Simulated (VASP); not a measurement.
# ZnS in VASP: settings compared, part 2 of 2

VASP 6.6.1.

## Step 3: Single point, r2SCAN (strain -2.9%)

POSCAR reads:

```
ZnS
1.0
    3.6939511412      0.0000000000      0.0000000000
   -1.8469755706      3.1990555286      0.0000000000
    0.0000000000      0.0000000000      6.0610441024
Zn S
2 2
Direct
    0.3333333333      0.6666666667      0.0006237403
    0.6666666667      0.3333333333      0.5006237403
    0.3333333333      0.6666666667      0.3743762597
    0.6666666667      0.3333333333      0.8743762597
```

INCAR.step1 reads:

```
  ALGO = Normal
  EDIFF = 1E-4
  ENCUT = 520
  GGA = PE
  ISMEAR = 0
  LASPH = True
  LCHARG = False
  LREAL = False
  LWAVE = True
  NBANDS = 26
  NELM = 60
  PREC = Accurate
  SIGMA = 0.01
```

INCAR.step2 reads:

```
  ALGO = Normal
  EDIFF = 1E-6
  ENCUT = 520
  ISIF = 2
  ISMEAR = 0
  ISTART = 1
  LASPH = True
  LCHARG = False
  LMIXTAU = True
  LREAL = False
  LWAVE = False
  METAGGA = R2SCAN
  NBANDS = 26
  NELM = 60
  PREC = Accurate
  SIGMA = 0.01
```

KPOINTS reads:

```
k-points
0
Gamma
  12 12 4
```

Potentials or basis: VASP PAW PBE potentials, release 64 (Zn, S).

On the command line:

```console
> cat potpaw_PBE.64/Zn/POTCAR potpaw_PBE.64/S/POTCAR > POTCAR
> cp INCAR.step1 INCAR
> mpirun -np 1 vasp_std > vasp.out
> cp INCAR.step2 INCAR
> mpirun -np 1 vasp_std > vasp.out
```

OUTCAR:

```text
EDIFF = 1E-6
   ENCUT = 520
   ISIF = 2
   ISMEAR = 0
   ISTART = 1
   LASPH = True
   LREAL = False
   METAGGA = R2SCAN
   NELM = 60
   PREC = Accurate

 ion  position               nearest neighbor table
   1  0.333  0.667  0.001-   3 2.27   4 2.27   4 2.27   4 2.27
   2  0.667  0.333  0.501-   4 2.27   3 2.27   3 2.27   3 2.27
   3  0.333  0.667  0.374-   1 2.27   2 2.27   2 2.27   2 2.27
   4  0.667  0.333  0.874-   2 2.27   1 2.27   1 2.27   1 2.27

  LATTYP: Found a hexagonal cell.
 ALAT       =     3.6939511412
 C/A-ratio  =     1.6408024553

  Lattice vectors:

 A1 = (   3.6939511412,   0.0000000000,   0.0000000000)
 A2 = (  -1.8469755706,   3.1990555286,   0.0000000000)
 A3 = (   0.0000000000,   0.0000000000,   6.0610441024)

Analysis of symmetry for initial positions (statically):
=====================================================================
 Subroutine PRICEL returns:
 Original cell was already a primitive cell.

 Routine SETGRP: Setting up the symmetry group for a
 hexagonal supercell.

 Subroutine GETGRP returns: Found 12 space group operations
[... 170 lines left out ...]
  energy without entropy =      -37.55640871  energy(sigma->0) =      -37.55640871

 E-fermi :   2.8931     XC(G=0): -10.7783

 val. band max:        2.8190487417   @ k =   0.0000   0.0000   0.0000
 cond. band min:       6.0489197840   @ k =   0.0000   0.0000   0.0000
 fundamental gap:      3.2298710423
 Fermi energy:         2.8930667301

 k-point     1 :       0.0000    0.0000    0.0000
  band No.  band energies     occupation
      1     -11.6374      2.00000
      2     -10.4956      2.00000
      3      -4.1381      2.00000
      4      -4.1138      2.00000
      5      -4.1138      2.00000
      6      -4.0055      2.00000
[... 685 lines left out ...]
     25      12.6658      0.00000
     26      13.5139      0.00000

 [... further k-points ...]

------------------------ aborting loop because EDIFF is reached ----------------------------------------

  FORCE on cell =-STRESS in cart. coord.  units (eV):
  Direction    XX          YY          ZZ          XY          YZ          ZX
  --------------------------------------------------------------------------------------
  -------------------------------------------------------------------------------------
  Total        3.7778342      3.7778342      3.9625832      0.0000000      0.0000000      0.0000000
  in kB       84.5070811     84.5070811     88.6397681      0.0000000      0.0000000      0.0000000
  external PRESSURE =      85.8846434 kB  Pullay stress =       0.0000000 kB

 VOLUME and BASIS-vectors are now :
 -----------------------------------------------------------------------------
  energy-cutoff  :      520.00
  volume of cell :       71.62
      direct lattice vectors                 reciprocal lattice vectors
     3.693951141  0.000000000  0.000000000     0.270712839  0.156296130  0.000000000
    -1.846975571  3.199055529  0.000000000     0.000000000  0.312592261  0.000000000
     0.000000000  0.000000000  6.061044102     0.000000000  0.000000000  0.164988075

 POSITION                                       TOTAL-FORCE (eV/Angst)
 -----------------------------------------------------------------------------------
     -0.00000      2.13270      0.00378         0.000000     -0.000000      0.008656
      1.84698      1.06635      3.03430        -0.000000      0.000000      0.008656
     -0.00000      2.13270      2.26911         0.000000      0.000000     -0.008656
      1.84698      1.06635      5.29963         0.000000     -0.000000     -0.008656
 -----------------------------------------------------------------------------------
    total drift:                               -0.000000     -0.000000      0.044184

  FREE ENERGIE OF THE ION-ELECTRON SYSTEM (eV)
  ---------------------------------------------------
  free  energy   TOTEN  =       -37.5564087145 eV

  energy  without entropy=      -37.5564087145  energy(sigma->0) =      -37.55640871
```

Wall time 3.8 min (1 thread of Intel Xeon Platinum 8488C (Sapphire Rapids), shared host); peak memory 0.25 GiB.

What came out:

```yaml
Free_energy: -37.5564 eV
Pressure: 8.6 GPa
Largest_force: 0.009 eV/Å
Band_gap_on_the_k_mesh: 3.23 eV, direct
```

Forces on the atoms (eV/Å):
```
Zn   0.000  0.000  0.009
Zn   0.000  0.000  0.009
S    0.000  0.000 -0.009
S    0.000  0.000 -0.009
```

Stress tensor (GPa, compression positive):
```
8.45 0.00 0.00
0.00 8.45 0.00
0.00 0.00 8.86
```

Levels at points of the mesh, in eV from the valence-band top:
| k point | band 15 | band 16 | band 17 | band 18 | band 19 | band 20 | band 21 | band 22 |
| --- | --- | --- | --- | --- | --- | --- | --- | --- |
| (0.00, 0.00, 0.00) | -1.07 | -0.10 | 0.00 | 0.00 | 3.23 | 3.78 | 6.71 | 6.71 |
| (0.50, 0.00, 0.00) | -3.82 | -2.67 | -2.01 | -1.05 | 3.94 | 4.99 | 5.36 | 7.28 |
| (0.00, 0.00, 0.50) | -0.56 | -0.56 | -0.56 | -0.56 | 4.37 | 4.37 | 7.19 | 7.19 |
| (0.50, 0.00, 0.50) | -1.92 | -1.92 | -1.92 | -1.92 | 3.95 | 3.95 | 5.58 | 5.58 |

Caveat: the cell differs from its parent crystal (strain -2.9%); the PAW data sets were made with another functional, which shifts forces and pressure a little. A k mesh can miss the band edges.

## Step 4: Single point, PBE (shear xy strain -3.5%)

INCAR reads:

```
PREC = Accurate
ENCUT = 520
EDIFF = 1E-7
ISMEAR = -1
SIGMA = 0.02
LREAL = F
LASPH = T
NELM = 60
ALGO = Normal
ISIF = 2
LWAVE = F
LCHARG = F
GGA = PE
NBANDS = 26
```

KPOINTS reads:

```
regular mesh
0
Gamma
  12 12 4
```

POSCAR reads:

```
ZnS
1.0
    3.8054508512     -0.0658342997      0.0000000000
   -1.9597396016      3.3285342598      0.0000000000
    0.0000000000      0.0000000000      6.2439931002
Zn S
2 2
Direct
    0.3328521111      0.6664405683      0.0004126385
    0.6671478889      0.3335594317      0.5004126385
    0.3418164361      0.6671356039      0.3745873615
    0.6581835639      0.3328643961      0.8745873615
```

Potentials or basis: VASP PAW PBE potentials, release 64 (Zn, S).

On the command line:

```console
> cat potpaw_PBE.64/Zn/POTCAR potpaw_PBE.64/S/POTCAR > POTCAR
> mpirun -np 1 vasp_std > vasp.out
```

OUTCAR:

```text
PREC = Accurate
   ENCUT = 520
   EDIFF = 1E-7
   ISMEAR = -1
   LREAL = F
   LASPH = T
   NELM = 60
   ISIF = 2
   GGA = PE

 ion  position               nearest neighbor table
   1  0.333  0.666  0.000-   4 2.33   4 2.33   3 2.34   4 2.34
   2  0.667  0.334  0.500-   3 2.33   3 2.33   4 2.34   3 2.34
   3  0.342  0.667  0.375-   2 2.33   2 2.33   1 2.34   2 2.34
   4  0.658  0.333  0.875-   1 2.33   1 2.33   2 2.34   1 2.34

  LATTYP: Found a simple monoclinic cell.
 ALAT       =     3.7485812045
 B/A-ratio  =     1.6656950349
 C/A-ratio  =     1.0153228829
 COS(beta)  =    -0.4772469230

  Lattice vectors:

 A1 = (   1.8457112496,   3.2626999601,   0.0000000000)
 A2 = (   0.0000000000,   0.0000000000,  -6.2439931002)
 A3 = (  -3.8054508512,   0.0658342997,   0.0000000000)

Analysis of symmetry for initial positions (statically):
=====================================================================
 Subroutine PRICEL returns:
 Original cell was already a primitive cell.

 Routine SETGRP: Setting up the symmetry group for a
 simple monoclinic supercell.

 Subroutine GETGRP returns: Found  2 space group operations
 (whereof  1 operations were pure point group operations)
 out of a pool of  4 trial point group operations.

The static configuration has the point symmetry C_1 .
 The point group associated with its full space group is C_2 .

Analysis of symmetry for dynamics (positions and initial velocities):
=====================================================================
 Subroutine PRICEL returns:
 Original cell was already a primitive cell.

 Routine SETGRP: Setting up the symmetry group for a
 simple monoclinic supercell.

 Subroutine GETGRP returns: Found  2 space group operations
 (whereof  1 operations were pure point group operations)
 out of a pool of  4 trial point group operations.

[... 119 lines left out ...]
   EFERMI =   0.00;   METHOD = LEGACY
   ISMEAR =    -1;   SIGMA  =   0.02  broadening in eV -4-tet -1-fermi 0-gaus
   EFERMI_NEDOS =   21; number of points for ismear=-14 and -15
   IALGO  =     38    algorithm
   IMIX   =      4    mixing-type and parameters
     AMIX     =   0.40;   BMIX     =  1.00
     AMIX_MAG =   1.60;   BMIX_MAG =  1.00
  volume/ion in A,a.u.               =      19.57       132.07
  Fermi-wavevector in a.u.,A,eV,Ry     =   1.263622  2.387900 21.724980  1.596741
  Thomas-Fermi vector in A             =   2.396970
   LORBIT       =      0    0 simple, 1 ext, 2 COOP (PROOUT), +10 PAW based schemes
   GGA     = PE    functional components
   LHFCALC =     F    Hartree Fock is set to
   AEXX    =    0.0000 exact exchange contribution
   IVDW    =     0    specifies the selected vdW correction
   LEPSILON=     F    determine dielectric tensor
   LRPA    =     F    only Hartree local field effects (RPA)
 non-spin polarized calculation
  energy-cutoff  :      520.00
  volume of cell :       78.28
 maximum number of plane-waves:      2126
   NGX = 15   NGY = 15   NGZ = 23

 number of electron      35.9999990 magnetization

 Free energy of the ion-electron system (eV)
  ---------------------------------------------------
  ext. energy  EPLUGINS =         0.00000000
  ---------------------------------------------------
  free energy    TOTEN  =       -13.66469502 eV

  energy without entropy =      -13.66469502  energy(sigma->0) =      -13.66469502

 E-fermi :   2.6311     XC(G=0):  -9.6627

 val. band max:        2.2722870940   @ k =   0.0000   0.0000   0.0000
 cond. band min:       4.4097375587   @ k =   0.0000   0.0000   0.0000
 fundamental gap:      2.1374504647
 Fermi energy:         2.6310692510

 k-point     1 :       0.0000    0.0000    0.0000
  band No.  band energies     occupation
      1     -11.0197      2.00000
      2     -10.0756      2.00000
      3      -4.1775      2.00000
      4      -4.1705      2.00000
      5      -4.1508      2.00000
      6      -4.0889      2.00000
[... 685 lines left out ...]
     25      11.3357      0.00000
     26      11.7238      0.00000

 [... further k-points ...]

------------------------ aborting loop because EDIFF is reached ----------------------------------------

  FORCE on cell =-STRESS in cart. coord.  units (eV):
  Direction    XX          YY          ZZ          XY          YZ          ZX
  --------------------------------------------------------------------------------------
  -------------------------------------------------------------------------------------
  Total        1.1688373      1.2079974      1.1913577      0.5455855      0.0000000      0.0000000
  in kB       23.9215535     24.7230075     24.3824576     11.1660123      0.0000000      0.0000000
  external PRESSURE =      24.3423395 kB  Pullay stress =       0.0000000 kB

 VOLUME and BASIS-vectors are now :
 -----------------------------------------------------------------------------
  energy-cutoff  :      520.00
  volume of cell :       78.28
      direct lattice vectors                 reciprocal lattice vectors
     3.805450851 -0.065834300  0.000000000     0.265485108  0.156309546  0.000000000
    -1.959739602  3.328534260  0.000000000     0.005250968  0.303524149  0.000000000
     0.000000000  0.000000000  6.243993100     0.000000000  0.000000000  0.160153925

 POSITION                                       TOTAL-FORCE (eV/Angst)
 -----------------------------------------------------------------------------------
     -0.03940      2.19636      0.00258         0.004571      0.000145      0.001113
      1.88511      1.06634      3.12457        -0.004571     -0.000145      0.001113
     -0.00665      2.19808      2.33892         0.006398      0.000133     -0.001113
      1.85236      1.06462      5.46092        -0.006398     -0.000133     -0.001113
 -----------------------------------------------------------------------------------
    total drift:                               -0.000000     -0.000001      0.000626

  FREE ENERGIE OF THE ION-ELECTRON SYSTEM (eV)
  ---------------------------------------------------
  free  energy   TOTEN  =       -13.6646950236 eV

  energy  without entropy=      -13.6646950236  energy(sigma->0) =      -13.66469502
```

It took 5.2 min on 1 thread of Intel Xeon Platinum 8488C (Sapphire Rapids), shared host; peak memory 0.46 GiB.

What came out:

| Property | Result |
| --- | --- |
| Free energy | -13.6647 eV |
| Pressure | 2.4 GPa |
| Largest force | 0.006 eV/Å |
| Band gap on the k mesh | 2.14 eV, direct |

Forces in eV/Å, atoms in the order of the input:
```
Zn   0.005  0.000  0.001
Zn  -0.005  0.000  0.001
S    0.006  0.000 -0.001
S   -0.006  0.000 -0.001
```

Stress tensor (GPa, compression positive):
```
2.39 1.12 0.00
1.12 2.47 0.00
0.00 0.00 2.44
```

Levels at points of the mesh, in eV from the valence-band top:
| k point | band 16 | band 17 | band 18 | band 19 | band 20 | band 21 |
| --- | --- | --- | --- | --- | --- | --- |
| (0.00, 0.00, 0.00) | -0.16 | -0.14 | 0.00 | 2.14 | 3.02 | 6.08 |
| (0.50, 0.00, 0.00) | -2.47 | -1.70 | -1.08 | 3.36 | 3.97 | 4.90 |
| (0.00, 0.50, 0.00) | -2.32 | -1.77 | -0.96 | 3.59 | 4.19 | 5.04 |
| (0.50, 0.50, 0.00) | -2.16 | -1.83 | -0.83 | 3.83 | 4.39 | 5.18 |
| (0.00, 0.00, 0.50) | -0.64 | -0.44 | -0.44 | 3.49 | 3.49 | 6.59 |
| (0.50, 0.00, 0.50) | -1.83 | -1.71 | -1.71 | 3.39 | 3.39 | 5.10 |
| (0.00, 0.50, 0.50) | -1.74 | -1.66 | -1.66 | 3.47 | 3.47 | 5.15 |
| (0.50, 0.50, 0.50) | -1.72 | -1.54 | -1.54 | 3.53 | 3.53 | 5.24 |

Caveat: the cell differs from its parent crystal (shear xy strain -3.5%). A k mesh can miss the band edges.

## Step 5: Summary

```csv
level,cell,smearing,gap on the mesh (eV),pressure (GPa),largest force (eV/Å)
PBE,"a = 3.694, b = 3.694, c = 6.061 Å, angles 90.0, 90.0, 120.0°, 4 atoms",fermi-dirac 0.02 eV,2.63,11.0,-
r2SCAN,"a = 3.694, b = 3.694, c = 6.061 Å, angles 90.0, 90.0, 120.0°, 4 atoms",gaussian 0.01 eV,3.23,8.6,0.01
PBE,"a = 3.806, b = 3.863, c = 6.244 Å, angles 90.0, 90.0, 121.5°, 4 atoms",fermi-dirac 0.02 eV,2.14,2.4,0.01
```

Alike in all rows: task single point; potentials or basis VASP PAW PBE potentials, release 64 (Zn, S); no spin polarisation; k mesh 12 × 12 × 4; cutoff (eV) 520.

Caveats: the PAW data sets were made with another functional, which shifts forces and pressure a little (some runs).

Total energies depend on the potentials used, so only differences within one code and one set of settings carry meaning.
